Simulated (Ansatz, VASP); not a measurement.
# One calculation of Sn, two programs

INCAR

```
SYSTEM = Sn
PREC = Accurate
ENCUT = 520
EDIFF = 1E-6
ISMEAR = 0
SIGMA = 0.15
LREAL = .FALSE.
LASPH = .TRUE.
NELM = 60
ALGO = Fast
ISIF = 2
LWAVE = .FALSE.
LCHARG = .TRUE.
GGA = PS
LELF = .TRUE.
LVHAR = .TRUE.
NBANDS = 21
```

Contents of KPOINTS:

```
regular mesh
0
G
  12 12 12
  0 0 0
```

File POSCAR:

```
Sn
1.0
    0.0000000000      3.0427500000      3.2456000000
    3.4484500000      0.0000000000      3.2456000000
    3.4484500000      3.0427500000      0.0000000000
Sn
2
Direct
    0.5000000000      0.5000000000      0.5000000000
    0.7500000000      0.7500000000      0.7500000000
```

Input for Ansatz:

```yaml
crystal:
  lattice:
    - [0.0, 3.04275, 3.2456]
    - [3.44845, 0.0, 3.2456]
    - [3.44845, 3.04275, 0.0]
  atoms:
    - { symbol: Sn, position: [0.5, 0.5, 0.5] }
    - { symbol: Sn, position: [0.75, 0.75, 0.75] }
basis:
  ecutwfc: 420
kpoints:
  mp_grid: { grid: [12, 12, 12] }
hamiltonian:
  xc: pbesol
scf:
  occupations: { method: gaussian, width: 0.15 }
output:
  forces: true
  stress: true
  eigenvalues: true
```

Change from the starting cell: strain +0.0625 x Voigt [1, -1, 0, 0, 0, 0], atoms carried along.

Alike in both runs: task single point; functional PBEsol; k mesh 12 × 12 × 12; occupations gaussian, width 0.15 eV; no spin polarisation.

|  | VASP | Ansatz |
| --- | --- | --- |
| version | VASP 6.6.1 | Ansatz 0.2.0 |
| potentials or method | VASP PAW PBE potentials, release 64 (Sn_d), cutoff 520 eV | scalar-relativistic, plane waves, PAW |
| valence electrons in the cell | 28 | 28 |

|  | VASP | Ansatz | Ansatz less VASP |
| --- | --- | --- | --- |
| gap on the k mesh at the Fermi level (eV) | none | none | - |
| pressure (GPa) | 1.0 | 1.1 | +0.12 |
| traceless stress, the component that is largest in VASP (GPa) | -2.02 | -2.02 | +0.003 |

VASP's potentials were made for PBE, not for PBEsol. A gap of «none» marks a metal or a gap that the smearing closes. With one functional, cell and mesh, what is left measures potentials, basis and numerics.
